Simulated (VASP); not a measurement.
A run of VASP 6.6.1:

INCAR

```
SYSTEM = MnSb
ALGO     = Normal         ! electronic algorithm
EDIFF    = 1E-7           ! SCF threshold, eV
ENCUT    = 520            ! plane-wave cutoff, eV
GGA      = PS             ! functional
ISIF     = 2              ! what is computed and relaxed
ISMEAR   = 0              ! smearing method
ISPIN    = 2              ! spin polarisation
LASPH    = .TRUE.         ! aspherical terms in the spheres
LCHARG   = .TRUE.         ! write CHGCAR
LELF     = .TRUE.         ! ELF
LMAXMIX  = 4              ! l up to which the mixer works
LORBIT   = 11             ! projections on sites
LREAL    = .FALSE.        ! projectors in reciprocal space
LVHAR    = .TRUE.       
LWAVE    = .FALSE.        ! write WAVECAR
MAGMOM   = 4.01 0         ! initial moments
NBANDS   = 20             ! bands
NELM     = 150            ! most SCF steps
PREC     = Accurate       ! precision mode
SIGMA    = 0.05           ! smearing width, eV
```

KPOINTS

```
k-points
0
G
  10 10 10
  0 0 0
```

Contents of POSCAR:

```
MnSb
1.0
    0.0000000000      2.7348463759      2.7348463759
    2.7348463759      0.0000000000      2.7348463759
    2.7348463759      2.7348463759      0.0000000000
Mn Sb
1 1
Direct
    0.5000000000      0.5000000000      0.5000000000
    0.0000000000      0.0000000000      0.0000000000
```

Potentials or basis: VASP PAW PBE potentials, release 64 (Mn_pv, Sb).

Launch:

```sh
$ cat potpaw_PBE.64/Mn_pv/POTCAR potpaw_PBE.64/Sb/POTCAR > POTCAR
$ mpirun -np 1 vasp_std > vasp.out
```

Hardware: 1 thread of Oxide Virtual Turin-like Processor, with other jobs on the host.

Task: Estimate the wall time of this run.

Result: It took 3.9 min on 1 thread of Oxide Virtual Turin-like Processor, on a shared host, peak memory 0.19 GiB. Counts: scf iterations 17, k points 47.
